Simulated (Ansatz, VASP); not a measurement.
# ZnS in VASP and in Ansatz

POSCAR

```
ZnS
1.0
    3.8227020304      0.0000000000      0.0000000000
   -1.9113510152      3.3105570694      0.0000000000
    0.0000000000      0.0000000000     12.5200000000
Zn S
4 4
Direct
    0.0000000000      0.0000000000      0.0000000000
    0.0000000000      0.0000000000      0.5000000000
    0.3333333333      0.6666666667      0.2859424920
    0.6666666667      0.3333333333      0.7500000000
    0.0000000000      0.0000000000      0.1875000000
    0.0000000000      0.0000000000      0.6875000000
    0.3333333333      0.6666666667      0.4375000000
    0.6666666667      0.3333333333      0.9375000000
```

INCAR.step1

```
  PREC = Accurate
  ENCUT = 520
  ISMEAR = 0
  SIGMA = 0.05
  LREAL = False
  LASPH = True
  NELM = 100
  NBANDS = 46
  GGA = PE
  ALGO = Normal
  EDIFF = 1E-4
  LWAVE = True
  LCHARG = False
```

Contents of INCAR.step2:

```
  PREC = Accurate
  ENCUT = 520
  EDIFF = 1E-7
  ISMEAR = 0
  SIGMA = 0.05
  LREAL = False
  LASPH = True
  NELM = 100
  ALGO = Normal
  ISIF = 2
  LWAVE = False
  LCHARG = True
  METAGGA = R2SCAN
  LMIXTAU = True
  LELF = True
  LVHAR = True
  NBANDS = 46
  ISTART = 1
```

KPOINTS

```
regular mesh
0
Gamma
  6 6 2
```

Input for Ansatz:

```yaml
crystal:
  lattice:
    - [3.8227020304, 0.0, 0.0]
    - [-1.9113510152, 3.3105570694, 0.0]
    - [0.0, 0.0, 12.52]
  atoms:
    - { symbol: Zn, position: [0.0, 0.0, 0.0] }
    - { symbol: Zn, position: [0.0, 0.0, 0.5] }
    - { symbol: Zn, position: [0.3333333333, 0.6666666667, 0.285942492] }
    - { symbol: Zn, position: [0.6666666667, 0.3333333333, 0.75] }
    - { symbol: S, position: [0.0, 0.0, 0.1875] }
    - { symbol: S, position: [0.0, 0.0, 0.6875] }
    - { symbol: S, position: [0.3333333333, 0.6666666667, 0.4375] }
    - { symbol: S, position: [0.6666666667, 0.3333333333, 0.9375] }
basis:
  ecutwfc: 500
kpoints:
  mp_grid: { grid: [6, 6, 2] }
hamiltonian:
  xc: r2scan
scf:
  occupations: { method: gaussian, width: 0.05 }
output:
  forces: true
  stress: true
  eigenvalues: true
```

Alike in both runs: task single point; functional r2SCAN; k mesh 6 × 6 × 2; occupations gaussian, width 0.05 eV; no spin polarisation.

|  | VASP | Ansatz |
| --- | --- | --- |
| version | VASP 6.6.1 | Ansatz 0.2.0 |
| potentials or method | VASP PAW PBE potentials, release 64 (Zn, S), cutoff 520 eV | scalar-relativistic, plane waves, PAW |
| valence electrons in the cell | 72 | 72 |

```csv
,VASP,Ansatz,Ansatz less VASP
gap on the k mesh at the Fermi level (eV),1.77,1.79,+0.023
least direct gap on the mesh (eV),1.77,1.79,+0.023
pressure (GPa),2.1,2.0,-0.12
"traceless stress, the component that is largest in VASP (GPa)",7.36,7.19,-0.176
rms of the force components (eV/Å),2.291,2.243,-0.0486
```

VASP's potentials were made for PBE, not for r2SCAN. Atom by atom the forces differ by 0.049 eV/Å (rms over components). The functional is the same, so the differences come from potentials, cutoffs and numerics.
